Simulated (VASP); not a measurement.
Write the native input for VASP 6.6.1 that does the following.

* Task: single point
* Functional: PBE
* Potentials or basis: VASP PAW PBE potentials, release 64 (P)
* Cutoff: 520 eV
* k mesh: 6 × 2 × 6
* Occupations: gaussian, width 0.02 eV
* Spin: no spin polarisation
* Dipole correction: no
* Further INCAR settings: ALGO = Normal; EDIFF = 1e-07; NBANDS = 42

The structure of P lies in POSCAR:

```
P
1.0
    4.6705775097      0.0000000000      0.0005179701
    0.0000000000     12.9214319635      0.0000000000
   -0.4386800127      0.0000000000      4.6558509465
P
12
Direct
    0.5494350843      0.8825066595      0.1122042186
    0.1351408909      0.3817769198      0.1986549102
    0.8648591091      0.8817769198      0.8013450898
    0.4505649157      0.3825066595      0.8877957814
    0.8634664155      0.6183905021      0.3012569742
    0.4520632362      0.1176346271      0.3877933080
    0.5479367638      0.6176346271      0.6122066920
    0.1365335845      0.1183905021      0.6987430258
    0.8017735653      0.9991474565      0.4491612849
    0.1982264347      0.4991474565      0.5508387151
    0.1998398275      0.0010666622      0.0510887045
    0.8001601725      0.5010666622      0.9489112955
```

The input as run:

INCAR

```
PREC = Accurate
ENCUT = 520
EDIFF = 1E-7
ISMEAR = 0
SIGMA = 0.02
LREAL = False
LASPH = True
NELM = 80
ALGO = Normal
ISIF = 2
LWAVE = False
LCHARG = False
GGA = PE
NBANDS = 42
```

KPOINTS

```
Automatic mesh
0
Gamma
  6 2 6
```

Potentials or basis: VASP PAW PBE potentials, release 64 (P).

Command:

```bash
$ cat potpaw_PBE.64/P/POTCAR > POTCAR
$ mpirun -np 1 vasp_std > vasp.out
```

It gave:

The pressure is -0.2 GPa and the largest force is 0.046 eV/Å. The band gap on the k mesh is 0.70 eV.

Caveat: semilocal functionals underestimate gaps, and a narrow one can read as zero; this functional lacks dispersion, which binds layers or chains, so the pressure and a relaxed spacing across them are unreliable.

Run time: 9.8 min on 1 thread of AMD EPYC 7R13 Processor (Zen 3) (shared host), peak memory 0.47 GiB.
